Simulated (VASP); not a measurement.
# SnO (Pmm2) in VASP: single point with PBEsol

Aim: the single point of SnO with PBEsol.

All numbers are computed with VASP 6.6.1; they aren't measurements. Logs are shortened: lines on timing, memory, paths and dates and some standing lists are left out, and cuts for length are marked.

**1. The cell of the first run**

The structure is orthorhombic, space group Pmm2 (No. 25). The conventional cell has a = 3.802 Å, b = 3.802 Å, c = 4.836 Å, α = 90.00°, β = 90.00°, γ = 90.00°. Within 2.9 Å of Sn (site symmetry mm2) lie 4 O at 2.22 to 2.59 Å. Sn (site symmetry mm2) has 4 O at 1.98 to 2.22 Å within 2.6 Å. Within 2.6 Å of O (site symmetry mm2) lie 4 Sn at 1.98 to 2.59 Å. O (site symmetry mm2) has 4 Sn at 2.22 Å and 4 O at 2.75 Å within 2.9 Å.

**2. Single point, PBEsol (atom 3 (O) moved by (+0.000, -0.600) A along x and z)**

File INCAR:

```
SYSTEM = SnO
PREC = Accurate ; ENCUT = 520
EDIFF = 1E-6 ; ISMEAR = 0
SIGMA = 0.15 ; LREAL = .False.
LASPH = .True. ; NELM = 80
ALGO = Normal ; ISIF = 2
LWAVE = .False. ; LCHARG = .True.
GGA = PS ; LELF = .True.
LVHAR = .True. ; NBANDS = 28
```

File KPOINTS:

```
regular mesh
0
Gamma
  12 12 10
  0 0 0
```

File POSCAR:

```
SnO
1.0
    3.8020000000      0.0000000000      0.0000000000
    0.0000000000      3.8020000000      0.0000000000
    0.0000000000      0.0000000000      4.8360000000
Sn O
2 2
Direct
    0.0000000000      0.5000000000      0.2385000000
    0.5000000000      0.0000000000      0.7615000000
    0.0000000000      0.0000000000     -0.1240694789
    0.5000000000      0.5000000000      0.0000000000
```

Potentials or basis: VASP PAW PBE potentials, release 64 (Sn_d, O).

On the command line:

```console
$ cat potpaw_PBE.64/Sn_d/POTCAR potpaw_PBE.64/O/POTCAR > POTCAR
$ mpirun -np 1 vasp_std > vasp.out
```

OUTCAR:

```text
SYSTEM = SnO
   PREC = Accurate
   ENCUT = 520
   EDIFF = 1E-6
   ISMEAR = 0
   LREAL = .False.
   LASPH = .True.
   NELM = 80
   ISIF = 2
   GGA = PS

 ion  position               nearest neighbor table
   1  0.000  0.500  0.239-   4 2.22   4 2.22   3 2.59   3 2.59   2 3.54   2 3.54   2 3.54   2 3.54
                             2 3.69   2 3.69   2 3.69   2 3.69
   2  0.500  0.000  0.761-   3 1.98   3 1.98   4 2.22   4 2.22   1 3.54   1 3.54   1 3.54   1 3.54
                             1 3.69   1 3.69   1 3.69   1 3.69
   3  0.000  0.000  0.876-   2 1.98   2 1.98   1 2.59   1 2.59
   4  0.500  0.500  0.000-   1 2.22   2 2.22   2 2.22   1 2.22

  LATTYP: Found a simple tetragonal cell.
 ALAT       =     3.8020000000
 C/A-ratio  =     1.2719621252

  Lattice vectors:

 A1 = (   3.8020000000,   0.0000000000,   0.0000000000)
 A2 = (   0.0000000000,   3.8020000000,   0.0000000000)
 A3 = (   0.0000000000,   0.0000000000,   4.8360000000)

Analysis of symmetry for initial positions (statically):
=====================================================================
 Subroutine PRICEL returns:
 Original cell was already a primitive cell.

 Routine SETGRP: Setting up the symmetry group for a
 simple tetragonal supercell.

 Subroutine GETGRP returns: Found  4 space group operations
 (whereof  4 operations were pure point group operations)
 out of a pool of 16 trial point group operations.

The static configuration has the point symmetry C_2v.

Analysis of symmetry for dynamics (positions and initial velocities):
=====================================================================
 Subroutine PRICEL returns:
 Original cell was already a primitive cell.

 Routine SETGRP: Setting up the symmetry group for a
 simple tetragonal supercell.

 Subroutine GETGRP returns: Found  4 space group operations
 (whereof  4 operations were pure point group operations)
 out of a pool of 16 trial point group operations.

The dynamic configuration has the point symmetry C_2v.

 Subroutine INISYM returns: Found  4 space group operations
 (whereof  4 operations are pure point group operations),
 and found     1 'primitive' translations

----------------------------------------------------------------------------------------

                                     Primitive cell

  volume of cell :      69.9054

  direct lattice vectors                    reciprocal lattice vectors
     3.802000000  0.000000000  0.000000000     0.263019463  0.000000000  0.000000000
     0.000000000  3.802000000  0.000000000     0.000000000  0.263019463  0.000000000
     0.000000000  0.000000000  4.836000000     0.000000000  0.000000000  0.206782465

  length of vectors
     3.802000000  3.802000000  4.836000000     0.263019463  0.263019463  0.206782465

  position of ions in fractional coordinates (direct lattice)
     0.000000000  0.500000000  0.238500000
     0.500000000  0.000000000  0.761500000
     0.000000000  0.000000000  0.875930521
     0.500000000  0.500000000  0.000000000

  ion indices of the primitive-cell ions
   primitive index   ion index
                 1           1
                 2           2
                 3           3
                 4           4

----------------------------------------------------------------------------------------

 KPOINTS: regular mesh

Automatic generation of k-mesh.
 Grid dimensions read from file:
 generate k-points for:   12   12   10

 Generating k-lattice:

  Cartesian coordinates                     Fractional coordinates (reciprocal lattice)
     0.021918289  0.000000000  0.000000000     0.083333333  0.000000000  0.000000000
     0.000000000  0.021918289  0.000000000     0.000000000  0.083333333  0.000000000
     0.000000000  0.000000000  0.020678246     0.000000000  0.000000000  0.100000000

  Length of vectors
     0.021918289  0.021918289  0.020678246

  Shift w.r.t. Gamma in fractional coordinates (k-lattice)
     0.000000000  0.000000000  0.000000000

 Subroutine IBZKPT returns following result:
 ===========================================

 Found    294 irreducible k-points:

 Following reciprocal coordinates:
            Coordinates               Weight
  0.000000  0.000000  0.000000      1.000000
  0.083333  0.000000  0.000000      2.000000
  0.000000  0.083333  0.000000      2.000000
  0.166667  0.000000  0.000000      2.000000
  0.000000  0.166667  0.000000      2.000000
  0.250000  0.000000  0.000000      2.000000
[... 16 lines left out ...]
  0.500000  0.083333  0.000000      2.000000
 -0.083333  0.500000  0.000000      2.000000
 [... further k-points ...]
   k-points           NKPTS =    294   k-points in BZ     NKDIM =    294   number of bands    NBANDS=     28
   number of dos      NEDOS =    301   number of ions     NIONS =      4
   total plane-waves  NPLWV =  28224
   dimension x,y,z NGX =    28 NGY =   28 NGZ =   36
   dimension x,y,z NGXF=    56 NGYF=   56 NGZF=   72
   ions per type =               2   2
   NGX,Y,Z   is equivalent  to a cutoff of  12.24, 12.24, 12.38 a.u.
   NGXF,Y,Z  is equivalent  to a cutoff of  24.49, 24.49, 24.75 a.u.
 SYSTEM =  SnO
   PREC   = accura    normal or accurate (medium, high low for compatibility)
   ISTART =      0    job   : 0-new  1-cont  2-samecut
   ICHARG =      2    charge: 1-file 2-atom 10-const
   ISPIN  =      1    spin polarized calculation?
   LNONCOLLINEAR =      F non collinear calculations
   LSORBIT =      F    spin-orbit coupling
   LASPH  =      T    aspherical Exc in radial PAW
   ENCUT  =  520.0 eV  38.22 Ry    6.18 a.u.   7.07  7.07  8.99*2*pi/ulx,y,z
   NELM   =     80;   NELMIN=  2; NELMDL= -5     # of ELM steps
   EDIFF  = 0.1E-05   stopping-criterion for ELM
   LREAL  =      F    real-space projection
   EDIFFG = 0.1E-04   stopping-criterion for IOM
   NSW    =      0    number of steps for IOM
   IBRION =     -1    ionic relax: 0-MD 1-quasi-New 2-CG
   NFREE  =      0    steps in history (QN), initial steepest desc. (CG)
   ISIF   =      2    stress and relaxation
   ISYM   =      2    0-nonsym 1-usesym 2-fastsym
   POTIM  = 0.5000    time-step for ionic-motion
   TEBEG  =    0.0;   TEEND  =   0.0 temperature during run
   PSTRESS=    0.0 pullay stress
   NELECT =      40.0000    total number of electrons
   NUPDOWN=      -1.0000    fix difference up-down
   EMIN   =  10.00;   EMAX   =-10.00  energy-range for DOS
   EFERMI =   0.00;   METHOD = LEGACY
   ISMEAR =     0;   SIGMA  =   0.15  broadening in eV -4-tet -1-fermi 0-gaus
   EFERMI_NEDOS =   21; number of points for ismear=-14 and -15
   IALGO  =     38    algorithm
   IMIX   =      4    mixing-type and parameters
     AMIX     =   0.40;   BMIX     =  1.00
     AMIX_MAG =   1.60;   BMIX_MAG =  1.00
  volume/ion in A,a.u.               =      17.48       117.94
  Fermi-wavevector in a.u.,A,eV,Ry     =   1.359121  2.568365 25.132801  1.847209
  Thomas-Fermi vector in A             =   2.485896
   LORBIT       =      0    0 simple, 1 ext, 2 COOP (PROOUT), +10 PAW based schemes
   GGA     = PS    functional components
   LHFCALC =     F    Hartree Fock is set to
   AEXX    =    0.0000 exact exchange contribution
   IVDW    =     0    specifies the selected vdW correction
   LEPSILON=     F    determine dielectric tensor
   LRPA    =     F    only Hartree local field effects (RPA)
 non-spin polarized calculation
 Gauss-broadening in eV      SIGMA  =   0.15
  energy-cutoff  :      520.00
  volume of cell :       69.91
 maximum number of plane-waves:      1904
   NGX = 15   NGY = 15   NGZ = 17

 number of electron      39.9999990 magnetization

 Free energy of the ion-electron system (eV)
  ---------------------------------------------------
  ext. energy  EPLUGINS =         0.00000000
  ---------------------------------------------------
  free energy    TOTEN  =       -23.10069247 eV

  energy without entropy =      -23.09742980  energy(sigma->0) =      -23.09906113

 E-fermi :   6.9942     XC(G=0): -10.5188

 val. band max:        6.9825394252   @ k =  -0.0833   0.1667   0.0000
 cond. band min:       7.0151930203   @ k =   0.5000   0.5000   0.0000
 fundamental gap:      0.0326535951
 Fermi energy:         6.9942479047

 k-point     1 :       0.0000    0.0000    0.0000
  band No.  band energies     occupation
      1     -15.2975      2.00000
      2     -14.8358      2.00000
      3     -14.6592      2.00000
      4     -14.6389      2.00000
      5     -14.6295      2.00000
      6     -14.6245      2.00000
[... 20 lines left out ...]
     27      14.9611      0.00000
     28      15.1055      0.00000

 k-point     2 :       0.0833    0.0000    0.0000
  band No.  band energies     occupation
      1     -15.2667      2.00000
      2     -14.8302      2.00000
      3     -14.6585      2.00000
      4     -14.6420      2.00000
      5     -14.6400      2.00000
      6     -14.6149      2.00000
[... 20 lines left out ...]
     27      14.6239      0.00000
     28      15.7041      0.00000

 k-point     3 :       0.0000    0.0833    0.0000
  band No.  band energies     occupation
      1     -15.2959      2.00000
      2     -14.8391      2.00000
      3     -14.6589      2.00000
      4     -14.6398      2.00000
      5     -14.6288      2.00000
      6     -14.6246      2.00000
[... 20 lines left out ...]
     27      15.0169      0.00000
     28      15.3028      0.00000

 k-point     4 :       0.1667    0.0000    0.0000
  band No.  band energies     occupation
      1     -15.1820      2.00000
      2     -14.8138      2.00000
      3     -14.6617      2.00000
      4     -14.6568      2.00000
      5     -14.6428      2.00000
      6     -14.6020      2.00000
[... 578 lines left out ...]
     27      15.7983      0.00000
     28      16.4246      0.00000

 k-point    23 :       0.5000    0.0833    0.0000
  band No.  band energies     occupation
      1     -14.9108      2.00000
      2     -14.7279      2.00000
      3     -14.6734      2.00000
      4     -14.6572      2.00000
      5     -14.6129      2.00000
      6     -14.5141      2.00000
[... 20 lines left out ...]
     27      15.0963      0.00000
     28      15.5646      0.00000

 k-point    24 :      -0.0833    0.5000    0.0000
  band No.  band energies     occupation
      1     -15.2400      2.00000
      2     -14.9088      2.00000
      3     -14.6528      2.00000
      4     -14.6505      2.00000
      5     -14.6333      2.00000
      6     -14.6107      2.00000
[... 20 lines left out ...]
     27      15.9599      0.00000
     28      16.5378      0.00000

 [... further k-points ...]
[... 5 lines left out ...]
  --------------------------------------------------------------------------------------
  -------------------------------------------------------------------------------------
  Total        7.4965845     -1.9200901      0.4437192      0.0000000      0.0000000      0.0000000
  in kB      171.8159620    -44.0069898     10.1697033      0.0000000      0.0000000      0.0000000
  external PRESSURE =      45.9928918 kB  Pullay stress =       0.0000000 kB

 VOLUME and BASIS-vectors are now :
 -----------------------------------------------------------------------------
  energy-cutoff  :      520.00
  volume of cell :       69.91
      direct lattice vectors                 reciprocal lattice vectors
     3.802000000  0.000000000  0.000000000     0.263019463  0.000000000  0.000000000
     0.000000000  3.802000000  0.000000000     0.000000000  0.263019463  0.000000000
     0.000000000  0.000000000  4.836000000     0.000000000  0.000000000  0.206782465

 POSITION                                       TOTAL-FORCE (eV/Angst)
 -----------------------------------------------------------------------------------
      0.00000      1.90100      1.15339         0.000000      0.000000     -0.142868
      1.90100      0.00000      3.68261         0.000000      0.000000     -2.733974
      0.00000      0.00000      4.23600         0.000000      0.000000      3.145841
      1.90100      1.90100      0.00000         0.000000      0.000000     -0.268999
 -----------------------------------------------------------------------------------
    total drift:                                0.000000      0.000000      0.000141

  FREE ENERGIE OF THE ION-ELECTRON SYSTEM (eV)
  ---------------------------------------------------
  free  energy   TOTEN  =       -23.1006924687 eV

  energy  without entropy=      -23.0974297990  energy(sigma->0) =      -23.09906113
```

Run time: 3 min. Hardware: 1 thread of Intel Xeon 6975P-C (Granite Rapids), shared host; peak memory 0.52 GiB.

Results:

- Free energy: -23.1007 eV
- Pressure: 4.6 GPa
- Largest force: 3.146 eV/Å
- Band gap on the k mesh: zero (bands 20 and 21 overlap by 0.44 eV)

Forces on the atoms (eV/Å):
```
Sn   0.000  0.000 -0.143
Sn   0.000  0.000 -2.734
O    0.000  0.000  3.146
O    0.000  0.000 -0.269
```

Stress tensor (GPa, compression positive):
```
17.18  0.00  0.00
 0.00 -4.40  0.00
 0.00  0.00  1.02
```

Levels at points of the mesh, in eV from the Fermi level:
```
           k point  band 17  band 18  band 19  band 20  band 21  band 22  band 23  band 24
(0.00, 0.00, 0.00)    -4.15    -3.79    -2.94    -0.20     2.23     3.89     4.41     4.62
(0.50, 0.00, 0.00)    -4.44    -3.92    -2.90    -1.91     3.74     4.22     4.30     4.92
(0.00, 0.50, 0.00)    -5.15    -4.93    -2.48    -1.97     1.43     1.92     5.63     5.86
(0.50, 0.50, 0.00)    -3.34    -2.88    -2.07    -0.49    -0.45     0.02     3.90     5.14
(0.00, 0.00, 0.50)    -3.91    -3.10    -2.93    -1.84     1.45     2.56     3.66     3.75
(0.50, 0.00, 0.50)    -4.54    -3.84    -2.41    -1.17     2.60     3.09     3.82     5.35
(0.00, 0.50, 0.50)    -5.42    -4.90    -2.13    -0.90     1.54     2.33     5.36     5.71
(0.50, 0.50, 0.50)    -3.83    -3.62    -1.90    -0.90     1.17     2.31     3.97     4.99
```

Caveat: the cell differs from its parent crystal (atom 3 (O) moved by (+0.000, -0.600) A along x and z); the stress differs along the axes, from -4 to 17 GPa; semilocal functionals underestimate gaps, and a narrow one can read as zero; the PAW data sets were made with another functional, which shifts forces and pressure a little; spin-orbit coupling is left out, which moves the levels of the heavy elements.

The gap in the log of VASP goes by the Fermi energy; the results here count the filled bands.